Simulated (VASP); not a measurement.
**Mg2SO: single point with PBE**

The system is Mg2SO.

```
CELL_PARAMETERS angstrom
1.59281 0.91961 5.24350
-1.59281 0.91961 5.24350
0.00000 -1.83922 5.24350
ATOMIC_POSITIONS crystal
O 0.00000 0.00000 0.00000
S 0.50000 0.50000 0.50000
Mg 0.26268 0.26268 0.26268
Mg 0.73732 0.73732 0.73732
```

This cell differs from its parent crystal: strain -4.6%.

```json
{
 "Program": "VASP 6.6.1",
 "Task": "single point",
 "Functional": "PBE",
 "Potentials or basis": "VASP PAW PBE potentials, release 64 (O, S, Mg)",
 "Cutoff": "520 eV",
 "k mesh": "10 × 10 × 10",
 "Occupations": "fermi-dirac, width 0.02 eV",
 "Spin": "no spin polarisation",
 "Dipole correction": "no",
 "Further INCAR settings": "ALGO = Normal; EDIFF = 1e-07; NBANDS = 16"
}
```

* Pressure: 22.2 GPa
* Largest force: 0.018 eV/Å
* Band gap on the k mesh: 1.21 eV

Forces on the atoms (eV/Å):
```
O    0.000  0.000  0.000
S    0.000  0.000  0.000
Mg   0.000  0.000 -0.018
Mg   0.000  0.000  0.018
```

Stress tensor (GPa, compression positive):
```
21.90  0.00  0.00
 0.00 21.90  0.00
 0.00  0.00 22.80
```

Levels at points of the mesh, in eV from the valence-band top:
| k point | band 4 | band 5 | band 6 | band 7 | band 8 | band 9 | band 10 | band 11 | band 12 | band 13 |
| --- | --- | --- | --- | --- | --- | --- | --- | --- | --- | --- |
| (0.00, 0.00, 0.00) | -3.89 | -3.89 | -2.11 | 0.00 | 0.00 | 1.21 | 6.66 | 8.39 | 8.39 | 9.40 |
| (0.50, 0.00, 0.00) | -6.15 | -4.65 | -4.43 | -3.90 | -1.58 | 4.59 | 5.18 | 5.66 | 6.72 | 9.14 |
| (0.50, 0.50, 0.00) | -6.60 | -4.47 | -3.82 | -2.49 | -1.45 | 2.97 | 3.90 | 4.96 | 8.52 | 8.52 |
| (0.50, 0.50, 0.50) | -4.83 | -3.87 | -3.87 | -0.08 | -0.08 | 3.28 | 5.73 | 7.58 | 8.57 | 8.57 |

Wall time 3.8 min on 1 thread of Intel(R) Xeon(R) Platinum 8488C (Sapphire Rapids) (shared host), peak memory 0.3 GiB.

Caveat: the cell differs from its parent crystal (strain -4.6%); the cell stands under pressure. A k mesh can miss the band edges.
